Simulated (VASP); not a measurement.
# GaN (Imm2) in VASP: single point with PBEsol

Aim: the single point of GaN with PBEsol.

All numbers are computed with VASP 6.6.1; they aren't measurements. Logs are shortened: lines on timing, memory, paths and dates and some standing lists are left out, and cuts for length are marked.

## (1) The cell of the first run

It takes space group Imm2 (No. 44, orthorhombic). Conventional cell: a = 3.149 Å, b = 3.178 Å, c = 4.524 Å, α = 90.00°, β = 90.00°, γ = 90.00°. Within 2.6 Å of Ga (site symmetry mm2) lie 4 N at 1.94 to 1.95 Å. N (site symmetry mm2) has 4 Ga at 1.94 to 1.95 Å within 2.6 Å.

## (2) Single point, PBEsol

INCAR reads:

```
PREC = Accurate ; ENCUT = 600
EDIFF = 1E-6 ; ISMEAR = 0
SIGMA = 0.01 ; LREAL = False
LASPH = True ; NELM = 120
ALGO = Normal ; ISIF = 2
LWAVE = False ; LCHARG = False
GGA = PS ; NBANDS = 16
GGA_COMPAT = False
```

KPOINTS reads:

```
regular mesh
0
Gamma
  6 6 6
```

POSCAR reads:

```
GaN
1.0
   -0.0103530194      2.2370124565      2.2622047226
    2.2370124565     -0.0103530194      2.2622047226
    2.2266594371      2.2266594371      0.0000000000
Ga N
1 1
Direct
   -0.0007015869     -0.0007015869      0.0007015869
    0.2507015869      0.2507015869      0.2492984131
```

Potentials or basis: VASP PAW PBE potentials, release 64 (Ga_d, N).

On the command line:

```console
$ cat potpaw_PBE.64/Ga_d/POTCAR potpaw_PBE.64/N/POTCAR > POTCAR
$ mpirun -np 1 vasp_std > vasp.out
```

OUTCAR:

```text
PREC = Accurate
   ENCUT = 600
   EDIFF = 1E-6
   ISMEAR = 0
   LREAL = False
   LASPH = True
   NELM = 120
   ISIF = 2
   GGA = PS

 ion  position               nearest neighbor table
   1  0.999  0.999  0.001-   2 1.94   2 1.94   2 1.95   2 1.95
   2  0.251  0.251  0.249-   1 1.94   1 1.94   1 1.95   1 1.95

  LATTYP: Found a body centered orthorhombic cell.
 ALAT       =     3.1489719747
 B/A-ratio  =     1.0092991494
 C/A-ratio  =     1.4367893654

  Lattice vectors:

 A1 = (  -2.2370124565,   0.0103530194,   2.2622047226)
 A2 = (   2.2370124565,  -0.0103530194,   2.2622047226)
 A3 = (  -0.0103530194,   2.2370124565,  -2.2622047226)

Analysis of symmetry for initial positions (statically):
=====================================================================
 Subroutine PRICEL returns:
 Original cell was already a primitive cell.

 Routine SETGRP: Setting up the symmetry group for a
 body centered orthorhombic supercell.

 Subroutine GETGRP returns: Found  4 space group operations
 (whereof  4 operations were pure point group operations)
 out of a pool of  8 trial point group operations.

The static configuration has the point symmetry C_2v.

Analysis of symmetry for dynamics (positions and initial velocities):
=====================================================================
 Subroutine PRICEL returns:
 Original cell was already a primitive cell.

 Routine SETGRP: Setting up the symmetry group for a
 body centered orthorhombic supercell.

 Subroutine GETGRP returns: Found  4 space group operations
 (whereof  4 operations were pure point group operations)
 out of a pool of  8 trial point group operations.

The dynamic configuration has the point symmetry C_2v.

 Subroutine INISYM returns: Found  4 space group operations
 (whereof  4 operations are pure point group operations),
 and found     1 'primitive' translations

----------------------------------------------------------------------------------------

                                     Primitive cell

  volume of cell :      22.6407

  direct lattice vectors                    reciprocal lattice vectors
    -0.010353019  2.237012457  2.262204723    -0.222482727  0.222482727  0.221023321
     2.237012457 -0.010353019  2.262204723     0.222482727 -0.222482727  0.221023321
     2.226659437  2.226659437  0.000000000     0.224551627  0.224551627 -0.221023321

  length of vectors
     3.181493694  3.181493694  3.148971975     0.384510645  0.384510645  0.386908484

[... 74 lines left out ...]
   ISPIN  =      1    spin polarized calculation?
   LNONCOLLINEAR =      F non collinear calculations
   LSORBIT =      F    spin-orbit coupling
   LASPH  =      T    aspherical Exc in radial PAW
   ENCUT  =  600.0 eV  44.10 Ry    6.64 a.u.   6.35  6.35  6.29*2*pi/ulx,y,z
   NELM   =    120;   NELMIN=  2; NELMDL= -5     # of ELM steps
   EDIFF  = 0.1E-05   stopping-criterion for ELM
   LREAL  =      F    real-space projection
   EDIFFG = 0.1E-04   stopping-criterion for IOM
   NSW    =      0    number of steps for IOM
   IBRION =     -1    ionic relax: 0-MD 1-quasi-New 2-CG
   NFREE  =      0    steps in history (QN), initial steepest desc. (CG)
   ISIF   =      2    stress and relaxation
   ISYM   =      2    0-nonsym 1-usesym 2-fastsym
   POTIM  = 0.5000    time-step for ionic-motion
   TEBEG  =    0.0;   TEEND  =   0.0 temperature during run
   PSTRESS=    0.0 pullay stress
   NELECT =      18.0000    total number of electrons
   NUPDOWN=      -1.0000    fix difference up-down
   EMIN   =  10.00;   EMAX   =-10.00  energy-range for DOS
   EFERMI =   0.00;   METHOD = LEGACY
   ISMEAR =     0;   SIGMA  =   0.01  broadening in eV -4-tet -1-fermi 0-gaus
   EFERMI_NEDOS =   21; number of points for ismear=-14 and -15
   IALGO  =     38    algorithm
   IMIX   =      4    mixing-type and parameters
     AMIX     =   0.40;   BMIX     =  1.00
     AMIX_MAG =   1.60;   BMIX_MAG =  1.00
  volume/ion in A,a.u.               =      11.32        76.39
  Fermi-wavevector in a.u.,A,eV,Ry     =   1.516594  2.865946 31.294161  2.300056
  Thomas-Fermi vector in A             =   2.625962
   LORBIT       =      0    0 simple, 1 ext, 2 COOP (PROOUT), +10 PAW based schemes
   GGA     = PS    functional components
   LHFCALC =     F    Hartree Fock is set to
   AEXX    =    0.0000 exact exchange contribution
   IVDW    =     0    specifies the selected vdW correction
   LEPSILON=     F    determine dielectric tensor
   LRPA    =     F    only Hartree local field effects (RPA)
 non-spin polarized calculation
 Gauss-broadening in eV      SIGMA  =   0.01
  energy-cutoff  :      600.00
  volume of cell :       22.64
 maximum number of plane-waves:       765
 NGX is ok and might be reduce to    28
   NGX = 13   NGY = 13   NGZ = 13

 number of electron      18.0000004 magnetization

 Free energy of the ion-electron system (eV)
  ---------------------------------------------------
  ext. energy  EPLUGINS =         0.00000000
  ---------------------------------------------------
  free energy    TOTEN  =       -13.11761112 eV

  energy without entropy =      -13.11761112  energy(sigma->0) =      -13.11761112

 E-fermi :   5.4645     XC(G=0): -11.9596

 val. band max:        5.3237707778   @ k =   0.0000   0.0000   0.0000
 cond. band min:       7.0214342140   @ k =   0.0000   0.0000   0.0000
 fundamental gap:      1.6976634362
 Fermi energy:         5.4644590229

 k-point     1 :       0.0000    0.0000    0.0000
  band No.  band energies     occupation
      1     -10.7544      2.00000
      2      -8.1539      2.00000
      3      -8.1432      2.00000
      4      -8.1396      2.00000
      5      -7.8101      2.00000
      6      -7.8091      2.00000
[... 433 lines left out ...]
      3      -7.8861      2.00000
      4      -7.8744      2.00000
      5      -7.7492      2.00000
      6      -6.3107      2.00000
[... 8 lines left out ...]
     15      27.7838      0.00000
     16      27.9316      0.00000

 [... further k-points ...]
[... 5 lines left out ...]
  --------------------------------------------------------------------------------------
  -------------------------------------------------------------------------------------
  Total        0.1378838      0.1378838     -0.0650361      0.2028809      0.0000000      0.0000000
  in kB        9.7574036      9.7574036     -4.6023073     14.3569537      0.0000000      0.0000000
  external PRESSURE =       4.9708333 kB  Pullay stress =       0.0000000 kB

 VOLUME and BASIS-vectors are now :
 -----------------------------------------------------------------------------
  energy-cutoff  :      600.00
  volume of cell :       22.64
      direct lattice vectors                 reciprocal lattice vectors
    -0.010353019  2.237012457  2.262204723    -0.222482727  0.222482727  0.221023321
     2.237012457 -0.010353019  2.262204723     0.222482727 -0.222482727  0.221023321
     2.226659437  2.226659437  0.000000000     0.224551627  0.224551627 -0.221023321

 POSITION                                       TOTAL-FORCE (eV/Angst)
 -----------------------------------------------------------------------------------
      2.22666      2.22666      4.52124         0.000000      0.000000      0.000566
      1.11333      1.11333      1.13428         0.000000      0.000000     -0.000566
 -----------------------------------------------------------------------------------
    total drift:                               -0.000000     -0.000000     -0.000002

  FREE ENERGIE OF THE ION-ELECTRON SYSTEM (eV)
  ---------------------------------------------------
  free  energy   TOTEN  =       -13.1176111162 eV

  energy  without entropy=      -13.1176111162  energy(sigma->0) =      -13.11761112
```

OSZICAR:

```text
N       E                     dE             d eps       ncg     rms          rms(c)
DAV:   1     0.863791627403E+02    0.86379E+02   -0.10121E+04  1648   0.219E+03
DAV:   2    -0.851266869481E+01   -0.94892E+02   -0.88204E+02  1664   0.357E+02
DAV:   3    -0.148761110880E+02   -0.63634E+01   -0.63383E+01  1776   0.766E+01
DAV:   4    -0.149460545229E+02   -0.69943E-01   -0.69933E-01  1832   0.874E+00
DAV:   5    -0.149469947934E+02   -0.94027E-03   -0.94026E-03  1808   0.931E-01    0.723E+00
DAV:   6    -0.131476007225E+02    0.17994E+01   -0.42605E+00  2232   0.400E+01    0.265E+00
DAV:   7    -0.131371514438E+02    0.10449E-01   -0.28202E-01  1624   0.574E+00    0.168E+00
DAV:   8    -0.131205522096E+02    0.16599E-01   -0.50360E-02  1912   0.268E+00    0.649E-01
DAV:   9    -0.131175443697E+02    0.30078E-02   -0.11343E-02  2120   0.237E+00    0.165E-01
DAV:  10    -0.131176424632E+02   -0.98094E-04   -0.11476E-03  1872   0.483E-01    0.710E-02
DAV:  11    -0.131176092848E+02    0.33178E-04   -0.12883E-04  2232   0.175E-01    0.722E-03
DAV:  12    -0.131176111851E+02   -0.19003E-05   -0.11476E-05  1752   0.443E-02    0.441E-03
DAV:  13    -0.131176111162E+02    0.68937E-07   -0.41717E-07  1056   0.116E-02
   1 F= -.13117611E+02 E0= -.13117611E+02  d E =-.285939E-90
```

Wall time 46 s (1 thread of Intel Xeon Platinum 8175M at 2.50GHz (Skylake/Cascade Lake), shared host); peak memory 0.17 GiB.

What came out:

```
Free energy            : -13.1176 eV
Pressure               : 0.5 GPa
Band gap on the k mesh : 1.70 eV
```

Caveat: the PAW data sets were made with another functional, which shifts forces and pressure a little.
